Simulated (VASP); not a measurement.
# Mo3HS6 in VASP: single point with PBEsol

Aim: the single point of Mo3HS6 with PBEsol.

All numbers are computed with VASP 6.6.1; they aren't measurements. Logs are shortened: lines on timing, memory, paths and dates and some standing lists are left out, and cuts for length are marked.

**1. The cell of the first run**

The cell holds a slab with vacuum, 10 atoms: a = 3.120 Å, b = 6.347 Å, c = 25.660 Å, α = 90.00°, β = 90.00°, γ = 104.23°.

**2. Single point, PBEsol**

Contents of INCAR:

```
SYSTEM = Mo3HS6
PREC = Accurate ; ENCUT = 520
EDIFF = 1E-6 ; ISMEAR = 0
SIGMA = 0.1 ; LREAL = .False.
LASPH = .True. ; NELM = 80
ALGO = Normal ; ISIF = 2
LWAVE = .False. ; LCHARG = .False.
LDIPOL = .True. ; IDIPOL = 3
DIPOL = 0.5 0.5 0.476 ; GGA = PS
NBANDS = 50 ; ISYM = 0
```

Contents of KPOINTS:

```
Automatic mesh
0
Gamma
  10 5 1
  0 0 0
```

Contents of POSCAR:

```
Mo3HS6
1.0
    3.1204068985      0.0000000000      0.0000000000
   -1.5602034492      6.1523257957      0.0000000000
    0.0000000000      0.0000000000     25.6597815141
S Mo H
6 3 1
Direct
    0.8927222995      0.7854433174      0.3312576919
    0.1715897680      0.3431782543      0.3824398182
    0.4248776924      0.8497541032      0.4354374436
    0.7047333470      0.4094654124      0.4861970894
    0.9628709171      0.9257405526      0.5411345583
    0.1730196972      0.3460381128      0.6172031673
    0.5321560338      0.0643107859      0.3568487551
    0.0634221066      0.1268429315      0.4560351157
    0.6028616923      0.2057221030      0.5588565878
    1.0063530305      1.0127047794      0.5950714036
```

Potentials or basis: VASP PAW PBE potentials, release 64 (S, Mo_sv, H).

On the command line:

```bash
$ cat potpaw_PBE.64/S/POTCAR potpaw_PBE.64/Mo_sv/POTCAR potpaw_PBE.64/H/POTCAR > POTCAR
$ mpirun -np 1 vasp_std > vasp.out
```

OUTCAR:

```text
SYSTEM = Mo3HS6
   PREC = Accurate
   ENCUT = 520
   EDIFF = 1E-6
   ISMEAR = 0
   LREAL = .False.
   LASPH = .True.
   NELM = 80
   ISIF = 2
   GGA = PS
   ISYM = 0

 ion  position               nearest neighbor table
   1  0.893  0.785  0.331-   7 2.41   7 2.41
   2  0.172  0.343  0.382-   8 2.31   7 2.41   7 2.41
   3  0.425  0.850  0.435-   8 2.37   8 2.37   7 2.41
   4  0.705  0.409  0.486-   9 2.25   8 2.46   8 2.46
   5  0.963  0.926  0.541-  10 1.48   9 2.37   9 2.37   8 2.51
   6  0.173  0.346  0.617-   9 2.33   9 2.33
   7  0.532  0.064  0.357-   3 2.41   2 2.41   2 2.41   1 2.41   1 2.41   8 3.01   8 3.01
   8  0.063  0.127  0.456-   2 2.31   3 2.37   3 2.37   4 2.46   4 2.46   5 2.51   7 3.01   7 3.01
                             9 3.10   9 3.10
   9  0.603  0.206  0.559-  10 2.17  10 2.17   4 2.25   6 2.33   6 2.33   5 2.37   5 2.37   8 3.10
                             8 3.10
  10  0.006  0.013  0.595-   5 1.48   9 2.17   9 2.17

IMPORTANT INFORMATION: All symmetrisations will be switched off!
NOSYMM: (Re-)initialisation of all symmetry stuff for point group C_1.

----------------------------------------------------------------------------------------

                                     Primitive cell

  volume of cell :     492.6103

  direct lattice vectors                    reciprocal lattice vectors
     3.120406899  0.000000000  0.000000000     0.320471026  0.081270078  0.000000000
    -1.560203449  6.152325796  0.000000000     0.000000000  0.162540157  0.000000000
     0.000000000  0.000000000 25.659781514     0.000000000  0.000000000  0.038971493

  length of vectors
     3.120406899  6.347073932 25.659781514     0.330615342  0.162540157  0.038971493

  position of ions in fractional coordinates (direct lattice)
     0.892722300  0.785443317  0.331257692
     0.171589768  0.343178254  0.382439818
     0.424877692  0.849754103  0.435437444
     0.704733347  0.409465412  0.486197089
     0.962870917  0.925740553  0.541134558
     0.173019697  0.346038113  0.617203167
     0.532156034  0.064310786  0.356848755
     0.063422107  0.126842932  0.456035116
     0.602861692  0.205722103  0.558856588
     0.006353031  0.012704779  0.595071404

  ion indices of the primitive-cell ions
   primitive index   ion index
                 1           1
                 2           2
                 3           3
                 4           4
                 5           5
                 6           6
                 7           7
                 8           8
                 9           9
[... 111 lines left out ...]
   EFERMI_NEDOS =   21; number of points for ismear=-14 and -15
   IALGO  =     38    algorithm
   IMIX   =      4    mixing-type and parameters
     AMIX     =   0.40;   BMIX     =  1.00
     AMIX_MAG =   1.60;   BMIX_MAG =  1.00
  volume/ion in A,a.u.               =      49.26       332.43
  Fermi-wavevector in a.u.,A,eV,Ry     =   0.889439  1.680795 10.763585  0.791101
  Thomas-Fermi vector in A             =   2.010999
   LORBIT       =      0    0 simple, 1 ext, 2 COOP (PROOUT), +10 PAW based schemes
   GGA     = PS    functional components
   LHFCALC =     F    Hartree Fock is set to
   AEXX    =    0.0000 exact exchange contribution
   IVDW    =     0    specifies the selected vdW correction
   LEPSILON=     F    determine dielectric tensor
   LRPA    =     F    only Hartree local field effects (RPA)
 non-spin polarized calculation
 Gauss-broadening in eV      SIGMA  =   0.10
  energy-cutoff  :      520.00
  volume of cell :      492.61
 maximum number of plane-waves:     13305
   NGX = 11   NGY = 23   NGZ = 95

 dipolmoment           0.000000      0.000000      0.208961 electrons x Angstroem

 number of electron      79.0000003 magnetization

 dipolmoment           0.000000      0.000000     -0.003282 electrons x Angstroem

 Free energy of the ion-electron system (eV)
  ---------------------------------------------------
  ext. energy  EPLUGINS =         0.00000000
  ---------------------------------------------------
  free energy    TOTEN  =       -67.98490002 eV

  energy without entropy =      -67.96863743  energy(sigma->0) =      -67.97676873

 E-fermi :  -0.6886     XC(G=0):  -4.2157

 val. band max:       -0.7440714672   @ k =   0.0000   0.4000   0.0000
 cond. band min:      -0.6697720869   @ k =   0.0000   0.2000   0.0000
 fundamental gap:      0.0742993803
 Fermi energy:        -0.6885960874

 k-point     1 :       0.0000    0.0000    0.0000
  band No.  band energies     occupation
      1     -62.3107      2.00000
      2     -62.1751      2.00000
      3     -62.0277      2.00000
      4     -36.6390      2.00000
      5     -36.5217      2.00000
      6     -36.4234      2.00000
[... 1261 lines left out ...]
     49       2.4080      0.00000
     50       2.6612      0.00000

 [... further k-points ...]

------------------------ aborting loop because EDIFF is reached ----------------------------------------

 vacuum level on the upper side and lower side of the slab       (xc-potential included)        -0.169        -0.149

  FORCE on cell =-STRESS in cart. coord.  units (eV):
  Direction    XX          YY          ZZ          XY          YZ          ZX
  --------------------------------------------------------------------------------------
  -------------------------------------------------------------------------------------
  Total        1.4136972      1.5031496     -1.4927946      0.0002092      0.2250045     -0.0000737
  in kB        4.5979418      4.8888789     -4.8551999      0.0006804      0.7318098     -0.0002397
  external PRESSURE =       1.5438736 kB  Pullay stress =       0.0000000 kB

 VOLUME and BASIS-vectors are now :
 -----------------------------------------------------------------------------
  energy-cutoff  :      520.00
  volume of cell :      492.61
      direct lattice vectors                 reciprocal lattice vectors
     3.120406899  0.000000000  0.000000000     0.320471026  0.081270078  0.000000000
    -1.560203449  6.152325796  0.000000000     0.000000000  0.162540157  0.000000000
     0.000000000  0.000000000 25.659781514     0.000000000  0.000000000  0.038971493

 POSITION                                       TOTAL-FORCE (eV/Angst)
 -----------------------------------------------------------------------------------
      1.56021      4.83230      8.50000        -0.000107      1.613025     -0.602479
      0.00000      2.11134      9.81332        -0.000000      0.658710     -1.209644
      0.00000      5.22796     11.17323         0.000089      0.150905     -1.242852
      1.56021      2.51916     12.47571        -0.000119      0.257813     -0.337904
      1.56021      5.69546     13.88539         0.000081     -1.756823      0.301840
      0.00000      2.12894     15.83730         0.000111     -0.155660      0.345429
      1.56021      0.39566      9.15666         0.000149     -2.985686      2.852789
      0.00000      0.78038     11.70176        -0.000136      1.018819      0.204041
      1.56021      1.26567     14.34014        -0.000097      0.949765     -0.279994
      0.00000      0.07816     15.26940         0.000030      0.249133     -0.031226
 -----------------------------------------------------------------------------------
    total drift:                                0.000293      0.000188     -0.000384

  FREE ENERGIE OF THE ION-ELECTRON SYSTEM (eV)
  ---------------------------------------------------
  free  energy   TOTEN  =       -67.9849000220 eV

  energy  without entropy=      -67.9686374296  energy(sigma->0) =      -67.97676873

 vacuum level on the upper side and lower side of the slab         4.026         4.050
```

Wall time 9.2 min (1 thread of AMD EPYC 9R45 (Zen 5), shared host); peak memory 0.77 GiB.

Results:

- Free energy: -67.9849 eV
- Largest force: 4.129 eV/Å
- Band gap on the k mesh: zero (an odd number of electrons rules out a gap without spin polarisation)

Forces on the atoms (eV/Å):
```
S    0.000  1.613 -0.602
S    0.000  0.659 -1.210
S    0.000  0.151 -1.243
S    0.000  0.258 -0.338
S    0.000 -1.757  0.302
S    0.000 -0.156  0.345
Mo   0.000 -2.986  2.853
Mo   0.000  1.019  0.204
Mo   0.000  0.950 -0.280
H    0.000  0.249 -0.031
```

Caveat: the PAW data sets were made with another functional, which shifts forces and pressure a little; an odd number of electrons without spin polarisation forces a metal; a magnetic or distorted state may lie lower.

The gap in the log of VASP goes by the Fermi energy; the results here count the filled bands.